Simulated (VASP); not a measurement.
# P (P-1) in VASP: further runs

P is run at these levels: r2SCAN; tasks: single point.

Program: VASP 6.6.1. These are calculated values, not measurements. Logs are shortened: lines on timing, memory, paths and dates and some standing lists are left out, and cuts for length are marked.

## (1) The cell of the first run

The typed cell holds 8 atoms: a = 6.458 Å, b = 6.458 Å, c = 5.557 Å, α = 90.11°, β = 90.11°, γ = 83.26°.

## (2) Single point, r2SCAN (atoms displaced along a vibrational mode)

POSCAR reads:

```
P
1.0
    4.8269041647     -4.2903700230      0.0039727382
    4.8269041647      4.2903700230      0.0039727382
   -0.0191252913      0.0000000000      5.5570947015
P
8
Direct
    0.7979381375      0.8911701893      0.2497776141
    0.2020618625      0.1088298107      0.7502223859
    0.6891124284      0.7403114066      0.5725434636
    0.3108875716      0.2596885934      0.4274565364
    0.4968835422      0.7490885161      0.2406565100
    0.1982803305      0.4566723218      0.7391453898
    0.5031164578      0.2509114839      0.7593434900
    0.8017196695      0.5433276782      0.2608546102
```

INCAR.step1 reads:

```
ALGO = Normal
EDIFF = 1E-4
ENCUT = 520
GGA = PE
ISMEAR = 0
LASPH = True
LCHARG = False
LREAL = False
LWAVE = True
NBANDS = 30
NELM = 80
PREC = Accurate
SIGMA = 0.05
```

INCAR.step2 reads:

```
ALGO = Normal
EDIFF = 1E-6
ENCUT = 520
ISIF = 2
ISMEAR = 0
ISTART = 1
LASPH = True
LCHARG = False
LMIXTAU = True
LREAL = False
LWAVE = False
METAGGA = R2SCAN
NBANDS = 30
NELM = 80
PREC = Accurate
SIGMA = 0.05
```

KPOINTS reads:

```
k-points
0
Gamma
  4 4 4
```

Potentials or basis: VASP PAW PBE potentials, release 64 (P).

Launch:

```sh
$ cat potpaw_PBE.64/P/POTCAR > POTCAR
$ cp INCAR.step1 INCAR
$ mpirun -np 1 vasp_std > vasp.out
$ cp INCAR.step2 INCAR
$ mpirun -np 1 vasp_std > vasp.out
```

OUTCAR:

```text
EDIFF = 1E-6
   ENCUT = 520
   ISIF = 2
   ISMEAR = 0
   ISTART = 1
   LASPH = True
   LREAL = False
   METAGGA = R2SCAN
   NELM = 80
   PREC = Accurate

 ion  position               nearest neighbor table
   1  0.798  0.891  0.250-   3 2.20   8 2.24   5 2.25
   2  0.202  0.109  0.750-   4 2.20   6 2.24   7 2.25
   3  0.689  0.740  0.573-   1 2.20   5 2.22   8 2.22
   4  0.311  0.260  0.427-   2 2.20   7 2.22   6 2.22
   5  0.497  0.749  0.241-   3 2.22   8 2.24   1 2.25
   6  0.198  0.457  0.739-   4 2.22   2 2.24   7 2.24
   7  0.503  0.251  0.759-   4 2.22   6 2.24   2 2.25
   8  0.802  0.543  0.261-   3 2.22   1 2.24   5 2.24

  LATTYP: Found a base centered monoclinic cell.
 ALAT       =     9.6538115991
 B/A-ratio  =     0.8888447799
 C/A-ratio  =     0.5756407772
 COS(beta)  =    -0.0026185419

  Lattice vectors:

 A1 = (   4.8269041647,  -4.2903700230,   0.0039727382)
 A2 = (   4.8269041647,   4.2903700230,   0.0039727382)
 A3 = (  -0.0191252913,   0.0000000000,   5.5570947015)

Analysis of symmetry for initial positions (statically):
=====================================================================
 Subroutine PRICEL returns:
 Original cell was already a primitive cell.

 Routine SETGRP: Setting up the symmetry group for a
 base centered monoclinic supercell.

 Subroutine GETGRP returns: Found  2 space group operations
 (whereof  2 operations were pure point group operations)
 out of a pool of  4 trial point group operations.

The static configuration has the point symmetry S_2 .

Analysis of symmetry for dynamics (positions and initial velocities):
=====================================================================
 Subroutine PRICEL returns:
 Original cell was already a primitive cell.

 Routine SETGRP: Setting up the symmetry group for a
 base centered monoclinic supercell.

 Subroutine GETGRP returns: Found  2 space group operations
 (whereof  2 operations were pure point group operations)
 out of a pool of  4 trial point group operations.

The dynamic configuration has the point symmetry S_2 .

 Subroutine INISYM returns: Found  2 space group operations
 (whereof  2 operations are pure point group operations),
 and found     1 'primitive' translations

----------------------------------------------------------------------------------------

                                     Primitive cell

  volume of cell :     230.1667

  direct lattice vectors                    reciprocal lattice vectors
     4.826904165 -4.290370023  0.003972738     0.103585770 -0.116540065  0.000356501
     4.826904165  4.290370023  0.003972738     0.103585770  0.116540065  0.000356501
    -0.019125291  0.000000000  5.557094701    -0.000148106  0.000000000  0.179949636

  length of vectors
     6.458041075  6.458041075  5.557127612     0.155922178  0.155922178  0.179949697

  position of ions in fractional coordinates (direct lattice)
     0.797938137  0.891170189  0.249777614
     0.202061863  0.108829811  0.750222386
     0.689112428  0.740311407  0.572543464
     0.310887572  0.259688593  0.427456536
     0.496883542  0.749088516  0.240656510
     0.198280330  0.456672322  0.739145390
     0.503116458  0.250911484  0.759343490
     0.801719670  0.543327678  0.260854610

  ion indices of the primitive-cell ions
   primitive index   ion index
                 1           1
                 2           2
                 3           3
                 4           4
                 5           5
                 6           6
                 7           7
                 8           8

----------------------------------------------------------------------------------------

 KPOINTS: k-points

Automatic generation of k-mesh.
 Grid dimensions read from file:
 generate k-points for:    4    4    4

 Generating k-lattice:

  Cartesian coordinates                     Fractional coordinates (reciprocal lattice)
     0.025896442 -0.029135016  0.000089125     0.250000000 -0.000000000  0.000000000
     0.025896442  0.029135016  0.000089125    -0.000000000  0.250000000  0.000000000
    -0.000037026  0.000000000  0.044987409     0.000000000  0.000000000  0.250000000

  Length of vectors
     0.038980544  0.038980544  0.044987424

  Shift w.r.t. Gamma in fractional coordinates (k-lattice)
     0.000000000  0.000000000  0.000000000

 Subroutine IBZKPT returns following result:
 ===========================================

 Found     36 irreducible k-points:

 Following reciprocal coordinates:
            Coordinates               Weight
  0.000000  0.000000  0.000000      1.000000
  0.250000 -0.000000  0.000000      2.000000
  0.000000 -0.250000 -0.000000      2.000000
  0.500000 -0.000000  0.000000      1.000000
 -0.000000  0.500000  0.000000      1.000000
  0.250000  0.250000  0.000000      2.000000
[... 16 lines left out ...]
  0.500000  0.500000  0.250000      2.000000
 -0.250000  0.500000  0.250000      2.000000
 [... further k-points ...]
   k-points           NKPTS =     36   k-points in BZ     NKDIM =     36   number of bands    NBANDS=     30
   number of dos      NEDOS =    301   number of ions     NIONS =      8
   total plane-waves  NPLWV =  96768
   dimension x,y,z NGX =    48 NGY =   48 NGZ =   42
   dimension x,y,z NGXF=    96 NGYF=   96 NGZF=   84
   ions per type =               8
   NGX,Y,Z   is equivalent  to a cutoff of  12.36, 12.36, 12.56 a.u.
   NGXF,Y,Z  is equivalent  to a cutoff of  24.71, 24.71, 25.13 a.u.
 SYSTEM =  unknown system
   PREC   = accura    normal or accurate (medium, high low for compatibility)
   ISTART =      1    job   : 0-new  1-cont  2-samecut
   ICHARG =      0    charge: 1-file 2-atom 10-const
   ISPIN  =      1    spin polarized calculation?
   LNONCOLLINEAR =      F non collinear calculations
   LSORBIT =      F    spin-orbit coupling
   LASPH  =      T    aspherical Exc in radial PAW
   ENCUT  =  520.0 eV  38.22 Ry    6.18 a.u.  12.01 12.01 10.33*2*pi/ulx,y,z
   NELM   =     80;   NELMIN=  2; NELMDL=  0     # of ELM steps
   EDIFF  = 0.1E-05   stopping-criterion for ELM
   LREAL  =      F    real-space projection
   EDIFFG = 0.1E-04   stopping-criterion for IOM
   NSW    =      0    number of steps for IOM
   IBRION =     -1    ionic relax: 0-MD 1-quasi-New 2-CG
   NFREE  =      0    steps in history (QN), initial steepest desc. (CG)
   ISIF   =      2    stress and relaxation
   ISYM   =      2    0-nonsym 1-usesym 2-fastsym
   POTIM  = 0.5000    time-step for ionic-motion
   TEBEG  =    0.0;   TEEND  =   0.0 temperature during run
   PSTRESS=    0.0 pullay stress
   NELECT =      40.0000    total number of electrons
   NUPDOWN=      -1.0000    fix difference up-down
   EMIN   =  10.00;   EMAX   =-10.00  energy-range for DOS
   EFERMI =   0.00;   METHOD = LEGACY
   ISMEAR =     0;   SIGMA  =   0.05  broadening in eV -4-tet -1-fermi 0-gaus
   EFERMI_NEDOS =   21; number of points for ismear=-14 and -15
   IALGO  =     38    algorithm
   IMIX   =      4    mixing-type and parameters
     AMIX     =   0.40;   BMIX     =  1.00
     AMIX_MAG =   1.60;   BMIX_MAG =  1.00
  volume/ion in A,a.u.               =      28.77       194.16
  Fermi-wavevector in a.u.,A,eV,Ry     =   0.913582  1.726419 11.355849  0.834631
  Thomas-Fermi vector in A             =   2.038110
   LORBIT       =      0    0 simple, 1 ext, 2 COOP (PROOUT), +10 PAW based schemes
   METAGGA = R2SCAN    functional components
   LHFCALC =     F    Hartree Fock is set to
   AEXX    =    0.0000 exact exchange contribution
   IVDW    =     0    specifies the selected vdW correction
   LEPSILON=     F    determine dielectric tensor
   LRPA    =     F    only Hartree local field effects (RPA)
 non-spin polarized calculation
 Gauss-broadening in eV      SIGMA  =   0.05
  energy-cutoff  :      520.00
  volume of cell :      230.17
 maximum number of plane-waves:      6220
   NGX = 25   NGY = 25   NGZ = 21

 number of electron      39.9999997 magnetization

 Free energy of the ion-electron system (eV)
  ---------------------------------------------------
  ext. energy  EPLUGINS =         0.00000000
  ---------------------------------------------------
  free energy    TOTEN  =       -70.59261257 eV

  energy without entropy =      -70.59261257  energy(sigma->0) =      -70.59261257

 E-fermi :   1.1549     XC(G=0):  -8.1907

 val. band max:        0.9018022996   @ k =   0.5000   0.0000   0.5000
 cond. band min:       4.0522684845   @ k =   0.0000   0.0000   0.0000
 fundamental gap:      3.1504661849
 Fermi energy:         1.1549092905

 k-point     1 :       0.0000    0.0000    0.0000
  band No.  band energies     occupation
      1     -14.0660      2.00000
      2     -13.8094      2.00000
      3      -7.3866      2.00000
      4      -7.1914      2.00000
      5      -7.0441      2.00000
      6      -6.7846      2.00000
[... 22 lines left out ...]
     29       6.2546      0.00000
     30       7.5067      0.00000

 k-point     2 :       0.2500   -0.0000    0.0000
  band No.  band energies     occupation
      1     -14.0395      2.00000
      2     -13.8339      2.00000
      3      -7.3515      2.00000
      4      -7.2158      2.00000
      5      -7.0608      2.00000
      6      -6.8939      2.00000
[... 22 lines left out ...]
     29       6.2873      0.00000
     30       6.7210      0.00000

 k-point     3 :       0.0000   -0.2500   -0.0000
  band No.  band energies     occupation
      1     -14.0278      2.00000
      2     -13.8457      2.00000
      3      -7.3804      2.00000
      4      -7.2356      2.00000
      5      -6.9892      2.00000
      6      -6.9329      2.00000
[... 22 lines left out ...]
     29       6.2415      0.00000
     30       7.0263      0.00000

 k-point     4 :       0.5000   -0.0000    0.0000
  band No.  band energies     occupation
      1     -14.0038      2.00000
      2     -13.8676      2.00000
      3      -7.3435      2.00000
      4      -7.1549      2.00000
      5      -7.0928      2.00000
      6      -7.0281      2.00000
[... 22 lines left out ...]
     29       6.4125      0.00000
     30       6.5831      0.00000

 k-point     5 :      -0.0000    0.5000    0.0000
  band No.  band energies     occupation
      1     -13.9446      2.00000
      2     -13.9270      2.00000
      3      -7.3133      2.00000
      4      -7.3112      2.00000
      5      -7.0801      2.00000
      6      -6.9292      2.00000
[... 22 lines left out ...]
     29       6.5691      0.00000
     30       6.9082      0.00000
[... 526 lines left out ...]
     29       5.9403      0.00000
     30       6.6195      0.00000

 k-point    22 :      -0.2500    0.2500   -0.2500
  band No.  band energies     occupation
      1     -13.9693      2.00000
      2     -13.8686      2.00000
      3      -7.3575      2.00000
      4      -7.3390      2.00000
      5      -7.2436      2.00000
      6      -6.9248      2.00000
[... 22 lines left out ...]
     29       5.9214      0.00000
     30       6.6481      0.00000

 k-point    23 :       0.5000    0.5000    0.2500
  band No.  band energies     occupation
      1     -13.9399      2.00000
      2     -13.8867      2.00000
      3      -7.5097      2.00000
      4      -7.4417      2.00000
      5      -7.0351      2.00000
      6      -7.0273      2.00000
[... 22 lines left out ...]
     29       6.1079      0.00000
     30       6.3090      0.00000

 k-point    24 :      -0.2500    0.5000    0.2500
  band No.  band energies     occupation
      1     -13.9364      2.00000
      2     -13.8960      2.00000
      3      -7.4564      2.00000
      4      -7.3790      2.00000
      5      -7.1136      2.00000
      6      -7.0308      2.00000
[... 22 lines left out ...]
     29       6.1141      0.00000
     30       6.5655      0.00000

 [... further k-points ...]

------------------------ aborting loop because EDIFF is reached ----------------------------------------

  FORCE on cell =-STRESS in cart. coord.  units (eV):
  Direction    XX          YY          ZZ          XY          YZ          ZX
  --------------------------------------------------------------------------------------
  -------------------------------------------------------------------------------------
  Total       -4.7972152     -4.3961342     -2.1162127      0.1862381      0.0146907     -0.5615376
  in kB      -33.3931459    -30.6012433    -14.7308381      1.2963930      0.1022614     -3.9088319
  external PRESSURE =     -26.2417425 kB  Pullay stress =       0.0000000 kB

 VOLUME and BASIS-vectors are now :
 -----------------------------------------------------------------------------
  energy-cutoff  :      520.00
  volume of cell :      230.17
      direct lattice vectors                 reciprocal lattice vectors
     4.826904165 -4.290370023  0.003972738     0.103585770 -0.116540065  0.000356501
     4.826904165  4.290370023  0.003972738     0.103585770  0.116540065  0.000356501
    -0.019125291  0.000000000  5.557094701    -0.000148106  0.000000000  0.179949636

 POSITION                                       TOTAL-FORCE (eV/Angst)
 -----------------------------------------------------------------------------------
      8.14839      0.40000      1.39475        -1.105340     -0.274454      0.085264
      1.48630     -0.40000      4.17029         1.105340      0.274454     -0.085264
      6.88874      0.21966      3.18736        -0.155829     -0.104692     -0.638225
      2.74594     -0.21966      2.37768         0.155829      0.104692      0.638225
      6.00959      1.08205      1.34230         0.897121     -0.924776      0.344562
      3.14726      1.10860      4.11010        -0.361914     -1.205146     -0.203202
      3.62510     -1.08205      4.22274        -0.897121      0.924776     -0.344562
      6.48743     -1.10860      1.45494         0.361914      1.205146      0.203202
 -----------------------------------------------------------------------------------
    total drift:                                0.000000      0.000000      0.000000

  FREE ENERGIE OF THE ION-ELECTRON SYSTEM (eV)
  ---------------------------------------------------
  free  energy   TOTEN  =       -70.5926125694 eV

  energy  without entropy=      -70.5926125694  energy(sigma->0) =      -70.59261257
```

Run time: 24 min. Hardware: 1 thread of AMD EPYC 7R13, shared host; peak memory 0.39 GiB.

Results:

```
Free energy            : -70.5926 eV
Pressure               : -2.6 GPa
Largest force          : 1.334 eV/Å
Band gap on the k mesh : 3.15 eV (least direct gap 3.22 eV)
```

Forces in eV/Å, atoms in the order of the input:
```
P   -1.105 -0.274  0.085
P    1.105  0.274 -0.085
P   -0.156 -0.105 -0.638
P    0.156  0.105  0.638
P    0.897 -0.925  0.345
P   -0.362 -1.205 -0.203
P   -0.897  0.925 -0.345
P    0.362  1.205  0.203
```

Levels at points of the mesh, in eV from the valence-band top:
```tsv
k point	band 17	band 18	band 19	band 20	band 21	band 22	band 23	band 24
(0.00, 0.00, 0.00)	-0.90	-0.86	-0.62	-0.50	3.15	3.38	3.43	3.78
(0.50, 0.00, 0.00)	-1.01	-0.83	-0.46	-0.40	3.26	3.64	3.78	4.15
(0.00, 0.50, 0.00)	-0.82	-0.67	-0.55	-0.49	3.32	3.48	3.81	3.95
(0.50, 0.50, 0.00)	-0.90	-0.89	-0.48	-0.40	3.29	3.54	3.61	3.66
(0.00, 0.00, 0.50)	-1.08	-1.00	-0.61	-0.32	3.99	4.10	4.32	4.50
(0.50, 0.00, 0.50)	-0.98	-0.69	-0.46	0.00	3.22	3.57	4.11	4.22
(0.00, 0.50, 0.50)	-0.92	-0.66	-0.52	-0.30	3.39	3.60	3.73	3.76
(0.50, 0.50, 0.50)	-0.88	-0.85	-0.75	-0.62	3.41	3.55	3.78	3.95
```

Caveat: the cell differs from its parent crystal (atoms displaced along a vibrational mode); the PAW data sets were made with another functional, which shifts forces and pressure a little.

[end of part 1 of 2]
